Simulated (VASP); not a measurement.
Set up this calculation in VASP 6.6.1, as the native input.

```
Task                   : single point
Functional             : PBE
Potentials or basis    : VASP PAW PBE potentials, release 64 (Si, P)
Cutoff                 : 520 eV
k mesh                 : 12 × 12 × 2
Occupations            : gaussian, width 0.01 eV
Spin                   : no spin polarisation
Dipole correction      : no
Further INCAR settings : ALGO = Normal; EDIFF = 1e-06; NBANDS = 34
```

The structure of Si2P3 lies in POSCAR:

```
Si2P3
1.0
    3.4966146599      0.0000000000      0.0000000000
   -1.7483073300      3.0281571227      0.0000000000
    0.0000000000      0.0000000000     23.2103732222
Si P
4 6
Direct
    0.6666666667      0.3333333333      0.3642823861
    0.6666666667      0.3333333333      0.2631143433
    0.3333333333      0.6666666667      0.6357176139
    0.3333333333      0.6666666667      0.7368856567
    0.3333333333      0.6666666667      0.0258375258
    0.6666666667      0.3333333333      0.9741624742
    0.3333333333      0.6666666667      0.4084700104
    0.0000000000      0.0000000000      0.2189270816
    0.6666666667      0.3333333333      0.5915299896
    0.0000000000      0.0000000000      0.7810729184
```

These files were run (other wordings do the same):

INCAR

```
SYSTEM = Si2P3
PREC = Accurate
ENCUT = 520
EDIFF = 1E-6
ISMEAR = 0
SIGMA = 0.01
LREAL = .False.
LASPH = .True.
NELM = 80
ALGO = Normal
ISIF = 2
LWAVE = .False.
LCHARG = .False.
GGA = PE
NBANDS = 34
```

KPOINTS

```
Automatic mesh
0
Gamma
  12 12 2
  0 0 0
```

Potentials or basis: VASP PAW PBE potentials, release 64 (Si, P).

Run with:

```sh
$ cat potpaw_PBE.64/Si/POTCAR potpaw_PBE.64/P/POTCAR > POTCAR
$ mpirun -np 1 vasp_std > vasp.out
```

Results of the run:

- Pressure: -0.2 GPa
- Largest force: 0.061 eV/Å
- Band gap on the k mesh: 1.18 eV (least direct gap 1.60 eV)

Caveat: this functional lacks dispersion, which binds the layers, so the pressure and a relaxed spacing across them are unreliable.

Wall time 6.6 min on 1 thread of Intel(R) Xeon(R) Platinum 8259CL CPU @ 2.50GHz (Skylake/Cascade Lake), with other jobs on the host, peak memory 0.5 GiB.
